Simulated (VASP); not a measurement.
Here is a VASP 6.6.1 calculation.

File INCAR:

```
SYSTEM = BP
ALGO = Normal
EDIFF = 1E-6
ENCUT = 500
GGA = PE
GGA_COMPAT = .FALSE.
ISIF = 2
ISMEAR = 0
LASPH = .TRUE.
LCHARG = .FALSE.
LREAL = .FALSE.
LWAVE = .FALSE.
NBANDS = 11
NELM = 120
PREC = Accurate
SIGMA = 0.01
```

KPOINTS

```
k-points
0
G
  8 8 8
  0 0 0
```

POSCAR

```
BP
1.0
    0.0000000000      2.3062033336      2.3062033336
    2.3062033336      0.0000000000      2.3062033336
    2.3062033336      2.3062033336      0.0000000000
B P
1 1
Direct
    0.0000000000      0.0000000000      0.0000000000
    0.2500000000      0.2500000000      0.2500000000
```

Potentials or basis: VASP PAW PBE potentials, release 64 (B, P).

Run with:

```bash
$ cat potpaw_PBE.64/B/POTCAR potpaw_PBE.64/P/POTCAR > POTCAR
$ mpirun -np 1 vasp_std > vasp.out
```

(1) Estimate the pressure.

(2) Predict the band gap on the k mesh.

Results:

(1) -6.4 GPa.

(2) 1.33 eV, indirect (least direct gap 3.33 eV).
